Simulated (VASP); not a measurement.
Write the native input for VASP 6.6.1 that does the following.

```yaml
Task: single point
Functional: PBE
Potentials_or_basis: VASP PAW PBE potentials, release 64 (Te, Pb_d)
Cutoff: 520 eV
k_mesh: 6 × 6 × 4
Occupations: gaussian, width 0.02 eV
Spin: no spin polarisation
Dipole_correction: no
Further_INCAR_settings: ALGO = Normal; EDIFF = 1e-07; NBANDS = 28
```

The structure of TePb lies in POSCAR:

```
TePb
1.0
    3.2848049113      3.2848049113      0.0000000000
   -3.2848049113      3.2848049113      0.0000000000
    0.0000000000      0.0000000000      6.5696098226
Te Pb
2 2
Direct
    0.0000000000      0.0000000000      0.0000000000
    0.5000000000      0.5000000000      0.5000000000
    0.5000000000      0.5000000000      0.0000000000
    0.0000000000      0.0000000000      0.5000000000
```

One way to write it, as run:

INCAR

```
SYSTEM = TePb
PREC = Accurate ; ENCUT = 520
EDIFF = 1E-7 ; ISMEAR = 0
SIGMA = 0.02 ; LREAL = .False.
LASPH = .True. ; NELM = 60
ALGO = Normal ; ISIF = 2
LWAVE = .False. ; LCHARG = .False.
GGA = PE ; NBANDS = 28
```

KPOINTS

```
Automatic mesh
0
Gamma
  6 6 4
  0 0 0
```

Potentials or basis: VASP PAW PBE potentials, release 64 (Te, Pb_d).

Run with:

```console
$ cat potpaw_PBE.64/Te/POTCAR potpaw_PBE.64/Pb_d/POTCAR > POTCAR
$ mpirun -np 1 vasp_std > vasp.out
```

Results of the run:

The pressure is 0.0 GPa and the band gap on the k mesh is 0.83 eV.

Caveat: spin-orbit coupling is left out, which moves the levels of the heavy elements.

Run time: 67 s on 1 thread of AMD EPYC 9R45 (Zen 5), on a shared host, peak memory 0.26 GiB.
